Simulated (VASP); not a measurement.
Write the native input for VASP 6.6.1 that does the following.

```
Task                   : single point
Functional             : PBE
Potentials or basis    : VASP PAW PBE potentials, release 64 (Be, Te)
Cutoff                 : 520 eV
k mesh                 : 4 × 4 × 4
Occupations            : gaussian, width 0.1 eV
Spin                   : no spin polarisation
Dipole correction      : no
Further INCAR settings : ALGO = Normal; EDIFF = 1e-06; NBANDS = 17
```

The structure of Be3Te2 lies in POSCAR:

```
Be3Te2
1.0
    4.7972580509      0.0000000000      0.0000000000
    0.0000000000      4.7972580509      0.0000000000
    0.0000000000      0.0000000000      4.7972580509
Be Te
3 2
Direct
    0.0000000000      0.5000000000      0.5000000000
    0.5000000000      0.0000000000      0.5000000000
    0.5000000000      0.5000000000      0.0000000000
    0.0000000000      0.0000000000      0.0000000000
    0.5000000000      0.5000000000      0.5000000000
```

The cell was built from a structure type or drawn by symmetry, and may not be a known phase.

One way to write it, as run:

INCAR

```
PREC = Accurate ; ENCUT = 520
EDIFF = 1E-6 ; ISMEAR = 0
SIGMA = 0.1 ; LREAL = F
LASPH = T ; NELM = 80
ALGO = Normal ; ISIF = 2
LWAVE = F ; LCHARG = F
GGA = PE ; NBANDS = 17
```

KPOINTS

```
Automatic mesh
0
Gamma
  4 4 4
```

Potentials or basis: VASP PAW PBE potentials, release 64 (Be, Te).

Run with:

```bash
$ cat potpaw_PBE.64/Be/POTCAR potpaw_PBE.64/Te/POTCAR > POTCAR
$ mpirun -np 1 vasp_std > vasp.out
```

Results of the run:

```json
{
 "Pressure": "0.1 GPa",
 "Band gap on the k mesh": "zero (bands 9 and 10 overlap by 3.93 eV)"
}
```

Caveat: spin-orbit coupling is left out, which moves the levels of the heavy elements.

It took 19 s on 1 thread of Intel Xeon 8259CL, on a shared host, peak memory 0.2 GiB.
